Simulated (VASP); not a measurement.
Mg5Cd11O16:

```
CELL_PARAMETERS angstrom
9.08592 0.00000 0.00000
0.00000 9.08592 0.00000
0.00000 0.00000 9.08592
ATOMIC_POSITIONS crystal
O 0.25171 0.99900 0.99678
O 0.24553 0.00173 0.50197
O 0.25217 0.50084 0.00122
O 0.24859 0.50143 0.50075
O 0.75388 0.99694 0.99988
O 0.75023 0.99855 0.50345
O 0.74597 0.49673 0.00186
O 0.75098 0.50171 0.50351
O 0.99843 0.24939 0.99920
O 0.99639 0.25121 0.50092
O 0.00051 0.74626 0.99881
O 0.00108 0.75143 0.49936
O 0.50309 0.24673 0.99546
O 0.49928 0.24851 0.49839
O 0.49753 0.74997 0.00191
O 0.49782 0.75096 0.49717
O 0.99892 0.00093 0.24939
O 0.99783 0.99986 0.75045
O 0.99901 0.49744 0.24898
O 0.00119 0.50022 0.75058
O 0.49871 0.99701 0.24995
O 0.49915 0.00106 0.75091
O 0.49920 0.49707 0.24804
O 0.49803 0.49689 0.74594
O 0.24828 0.24747 0.25319
O 0.25402 0.24990 0.74994
O 0.25215 0.75169 0.24994
O 0.25135 0.74806 0.74842
O 0.75120 0.25175 0.25086
O 0.74833 0.25625 0.74864
O 0.75307 0.75314 0.24924
O 0.75148 0.75306 0.74855
Cd 0.99938 0.99929 0.99793
Cd 0.00350 0.00088 0.50085
Cd 0.99753 0.49935 0.00055
Cd 0.99692 0.50191 0.50001
Cd 0.50037 0.00148 0.99947
Cd 0.49690 0.99860 0.50484
Cd 0.49996 0.50004 0.99920
Cd 0.50031 0.50155 0.49600
Cd 0.25168 0.24953 0.00363
Cd 0.24735 0.24932 0.50055
Cd 0.24950 0.74681 0.99913
Cd 0.74913 0.24803 0.49950
Cd 0.74793 0.75177 0.99878
Cd 0.25280 0.00010 0.24790
Cd 0.25102 0.49993 0.25240
Cd 0.24922 0.49758 0.75035
Cd 0.74797 0.00299 0.25219
Cd 0.74923 0.49994 0.25089
Cd 0.99565 0.24736 0.24964
Cd 0.99367 0.74577 0.25137
Cd 0.99944 0.74743 0.75254
Cd 0.50165 0.74795 0.24819
Mg 0.25214 0.75020 0.50150
Mg 0.74975 0.24656 0.99928
Mg 0.75195 0.75042 0.50165
Mg 0.25083 0.99854 0.74660
Mg 0.74730 0.99995 0.75232
Mg 0.74925 0.49987 0.74899
Mg 0.99945 0.25160 0.75033
Mg 0.50145 0.25274 0.24900
Mg 0.49835 0.25576 0.75195
Mg 0.50122 0.74792 0.75091
```

| Item | Value |
| --- | --- |
| Program | VASP 6.6.1 |
| Task | relaxation of volume and atoms at fixed shape |
| Functional | PBEsol |
| Potentials or basis | VASP PAW PBE potentials, release 64 (O, Cd, Mg) |
| Cutoff | 700 eV |
| k mesh | 1 × 1 × 1, shifted |
| Occupations | fermi-dirac, width 0.05 eV |
| Spin | no spin polarisation |

At the start: pressure 6.4 GPa; volume 11.72 Å³/atom.

How do energy, volume and symmetry change on relaxing?

Over 22 steps the energy falls by 54.1 meV/atom and the volume is 12.03 Å³/atom (+2.7 %); space group P1 (No. 1, to 0.1 Å) before and after.

The path:
```
step  energy change (eV)  largest force (eV/Å)  pressure (GPa)  volume (Å³)
   1              0.0000                2.1276            6.41       750.08
   2             -2.0237                0.7203           -5.06       802.16
   3             -2.0695                0.8851           -3.75       794.83
   4             -3.0143                0.4298           -1.18       777.18
   5             -3.1879                0.4610            0.79       765.82
   6             -3.3485                0.3483            0.12       768.99
   7             -3.3838                0.2726           -0.31       771.27
   8             -3.4221                0.1281            0.24       768.58
   9             -3.4275                0.1252            0.56       767.08
  10             -3.4409                0.0992           -0.35       771.80
  11             -3.4418                0.0946           -0.17       770.86
  12             -3.4496                0.0719           -0.06       770.22
  13             -3.4524                0.0726            0.09       769.43
  14             -3.4577                0.0531           -0.03       770.12
  15             -3.4584                0.0546           -0.09       770.46
  16             -3.4611                0.0461            0.14       769.29
  17             -3.4611                0.0463            0.17       769.14
  18             -3.4629                0.0435           -0.03       770.18
  19             -3.4629                0.0427           -0.05       770.29
  20             -3.4640                0.0368           -0.02       770.16
  21             -3.4646                0.0308            0.01       769.95
  22             -3.4654                0.0254            0.00       770.06
```

Final structure:
```
O Cd Mg
1.0
     9.16588    0.00000    0.00000
     0.00000    9.16588    0.00000
     0.00000    0.00000    9.16588
O Cd Mg
32 22 10
Direct
  0.24821 0.99766 0.98156
  0.24999 0.98537 0.51612
  0.24681 0.50122 0.99808
  0.24957 0.52048 0.50437
  0.74952 0.00827 0.98304
  0.75060 0.98538 0.51625
  0.74865 0.48866 0.98263
  0.75051 0.51586 0.51693
  0.98290 0.24866 0.98514
  0.99861 0.25072 0.51300
  0.99769 0.74824 0.00079
  0.00088 0.75040 0.50457
  0.51294 0.24929 0.99736
  0.50230 0.25044 0.49897
  0.50008 0.74884 0.98579
  0.50113 0.75049 0.51498
  0.00100 0.00338 0.24944
  0.99486 0.01537 0.74982
  0.99851 0.49614 0.24965
  0.98393 0.48101 0.74963
  0.50035 0.01640 0.24872
  0.50418 0.00391 0.74976
  0.50032 0.48342 0.24888
  0.51278 0.48763 0.74979
  0.26533 0.24958 0.24883
  0.26479 0.23545 0.74890
  0.25467 0.75319 0.27039
  0.26591 0.76370 0.73926
  0.73650 0.24888 0.23354
  0.74455 0.24525 0.75757
  0.74666 0.75001 0.26962
  0.73561 0.75264 0.74003
  0.99780 0.00154 0.99541
  0.00005 0.99935 0.50440
  0.99545 0.49603 0.99607
  0.99855 0.50156 0.50386
  0.50051 0.00181 0.99694
  0.50067 0.00025 0.50185
  0.50100 0.49699 0.99655
  0.50135 0.50103 0.50281
  0.24977 0.24773 0.99536
  0.25138 0.24842 0.50286
  0.25088 0.75114 0.99577
  0.74838 0.25003 0.50203
  0.74744 0.74887 0.99396
  0.25191 0.00062 0.25272
  0.25114 0.50101 0.25323
  0.25176 0.49815 0.74873
  0.74886 0.00035 0.25002
  0.74787 0.49858 0.25025
  0.99721 0.24990 0.24611
  0.00032 0.74970 0.25535
  0.99775 0.75223 0.74895
  0.50049 0.74946 0.25432
  0.25533 0.75377 0.50889
  0.74579 0.24862 0.99204
  0.74477 0.75023 0.51059
  0.25648 0.00131 0.74716
  0.74536 0.00235 0.74923
  0.74544 0.49543 0.74928
  0.98329 0.24668 0.75184
  0.50298 0.25004 0.24310
  0.50526 0.24727 0.75288
  0.50232 0.75797 0.74611
```

Caveat: the PAW data sets were made with another functional, which shifts forces and pressure a little.
